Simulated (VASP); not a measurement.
A run of VASP 6.6.1:

File INCAR:

```
SYSTEM = TePt
PREC = Accurate
ENCUT = 600
EDIFF = 1E-7
ISMEAR = 0
SIGMA = 0.1
LREAL = .False.
LASPH = .True.
NELM = 60
ALGO = Normal
ISIF = 3
LWAVE = .False.
LCHARG = .False.
IBRION = 2
NSW = 70
EDIFFG = -0.005
```

File KPOINTS:

```
regular mesh
0
Gamma
  12 12 12
  0 0 0
```

POSCAR

```
TePt
1.0
    1.9858203281      1.1465139010      6.5480037383
   -1.9858203281      1.1465139010      6.5480037383
    0.0000000000     -2.2930278019      6.5480037383
Te Pt
2 2
Direct
    0.6005213526      0.6005213526      0.6005213526
    0.3994786474      0.3994786474      0.3994786474
    0.8707139631      0.8707139631      0.8707139631
    0.1292860369      0.1292860369      0.1292860369
```

Potentials or basis: VASP PAW LDA potentials, release 64 (Te, Pt).

Launch:

```sh
$ cat potpaw_LDA.64/Te/POTCAR potpaw_LDA.64/Pt/POTCAR > POTCAR
$ mpirun -np 1 vasp_std > vasp.out
```

Hardware: 1 thread of Intel(R) Xeon(R) 6975P-C (Granite Rapids), with other jobs on the host.

Task: Estimate the wall time of this run.

Result: Run time: 64 min on 1 thread of Intel(R) Xeon(R) 6975P-C (Granite Rapids) (shared host), peak memory 0.65 GiB. Counts: scf iterations 96, k points 189, ion steps 11.
